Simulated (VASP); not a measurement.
Write the native input for VASP 6.6.1 that does the following.

* Task: single point
* Functional: LDA
* Potentials or basis: VASP PAW LDA potentials, release 64 (Pt, S)
* Cutoff: 520 eV
* k mesh: 9 × 9 × 5
* Occupations: fermi-dirac, width 0.05 eV
* Spin: no spin polarisation
* Dipole correction: no
* Further INCAR settings: ALGO = Normal; EDIFF = 1e-07; NBANDS = 18

The structure of PtS2 lies in POSCAR:

```
PtS2
1.0
    3.4708695004      0.0000000000      0.0000000000
   -1.7354347502      3.0058611606      0.0000000000
    0.0000000000      0.0000000000      4.9359384846
Pt S
1 2
Direct
    0.0000000000      0.0000000000      0.0000000000
    0.6666666667      0.3333333333      0.7730000000
    0.3333333333      0.6666666667      0.2270000000
```

These files were run (other wordings do the same):

INCAR

```
ALGO = Normal
EDIFF = 1E-7
ENCUT = 520
GGA = CA
ISIF = 2
ISMEAR = -1
LASPH = T
LCHARG = F
LREAL = F
LWAVE = F
NBANDS = 18
NELM = 80
PREC = Accurate
SIGMA = 0.05
```

KPOINTS

```
k-points
0
Gamma
  9 9 5
```

Potentials or basis: VASP PAW LDA potentials, release 64 (Pt, S).

Run with:

```bash
$ cat potpaw_LDA.64/Pt/POTCAR potpaw_LDA.64/S/POTCAR > POTCAR
$ mpirun -np 1 vasp_std > vasp.out
```

Results of the run:

- Pressure: 15.2 GPa
- Largest force: 1.840 eV/Å
- Band gap on the k mesh: 0.98 eV, indirect (least direct gap 1.03 eV)

Caveat: spin-orbit coupling is left out, which moves the levels of the heavy elements; forces of over 1 eV/Å act on the atoms, so gaps and moduli don't describe the material at rest.

Wall time 19 s on 1 thread of Intel(R) Xeon(R) 6975P-C (Granite Rapids), on a shared host, peak memory 0.18 GiB.
